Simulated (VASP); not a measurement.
Wanted: the native input for a VASP 6.6.1 run.

* Task: single point
* Functional: PBE
* Dispersion: D3(BJ)
* Potentials or basis: VASP PAW PBE potentials, release 64 (Al, H)
* Cutoff: 520 eV
* k mesh: 3 × 3 × 3
* Occupations: fermi-dirac, width 0.15 eV
* Spin: no spin polarisation
* Dipole correction: no
* Further INCAR settings: LREAL = Auto; ALGO = Normal; EDIFF = 1e-07; NBANDS = 70

The structure of Al32H (a cell with a defect) lies in POSCAR:

```
Al32H
1.0
    8.1000000000      0.0000000000      0.0000000000
    0.0000000000      8.1000000000      0.0000000000
    0.0000000000      0.0000000000      8.1000000000
Al H
32 1
Direct
    0.4991294685     -0.0000713441      0.0001163161
    0.7501314354      0.2484879698      0.0001708863
    0.7501450202     -0.0001170615      0.2486583147
    0.0011087673     -0.0000761161      0.0001238151
    0.2501631546      0.2489665549      0.0001217768
    0.4986944756      0.4999333725      0.0001920972
    0.7501417985      0.7513949337      0.0001851922
    0.2501571201     -0.0000718415      0.2491040015
    0.5006711534      0.2503638412      0.2506225595
    0.7501148152      0.4999497612      0.2447930289
    0.4987021641     -0.0001189726      0.5001092868
    0.7501030749      0.2441759337      0.5000744722
    0.7501284116     -0.0001027376      0.7515352365
    0.0015652278      0.4999437599      0.0001621444
    0.2501584057      0.7509259041      0.0001180925
   -0.0002534671      0.2503623357      0.2505788313
    0.2502509488      0.4999346748      0.2486424309
    0.5006750618      0.7494402629      0.2506223835
    0.0015594936     -0.0001002066      0.5000926547
    0.2502271922      0.2484809622      0.5000968635
    0.4948953187      0.4999493847      0.5000841295
    0.7501132849      0.7553348154      0.5000823579
    0.2501645999     -0.0000755338      0.7510723052
    0.5006363119      0.2503676224      0.7496918151
    0.7500986790      0.4999576604      0.7559904584
   -0.0002530026      0.7494461824      0.2506064017
    0.0061340931      0.4999596338      0.5000679481
    0.2502459083      0.7514030397      0.5001047449
   -0.0002291703      0.2503251996      0.7497249677
    0.2502210436      0.4999425648      0.7515478875
    0.5006618964      0.7494392412      0.7496947379
   -0.0002480904      0.7494883676      0.7497024320
    0.7519429251      0.4990924154      0.5014624996
```

The input as run:

INCAR

```
SYSTEM = Al32H
  PREC = Accurate
  ENCUT = 520
  EDIFF = 1E-7
  ISMEAR = -1
  SIGMA = 0.15
  LREAL = Auto
  LASPH = .TRUE.
  NELM = 60
  ALGO = Normal
  ISIF = 2
  LWAVE = .FALSE.
  LCHARG = .TRUE.
  GGA = PE
  IVDW = 12
  LELF = .TRUE.
  LVHAR = .TRUE.
  NBANDS = 70
```

KPOINTS

```
regular mesh
0
G
  3 3 3
  0 0 0
```

Potentials or basis: VASP PAW PBE potentials, release 64 (Al, H).

The run is started by

```console
$ cat potpaw_PBE.64/Al/POTCAR potpaw_PBE.64/H/POTCAR > POTCAR
$ mpirun -np 1 vasp_std > vasp.out
```

Results of the run:

```
Pressure                   : -3.4 GPa
Largest force              : 0.008 eV/Å
Band gap on the k mesh     : zero (an odd number of electrons rules out a gap without spin polarisation)
Dispersion energy per atom : -0.328 eV
```

It took 13 min on 1 thread of AMD EPYC 7R13 Processor (Zen 3), with other jobs on the host, peak memory 0.62 GiB.
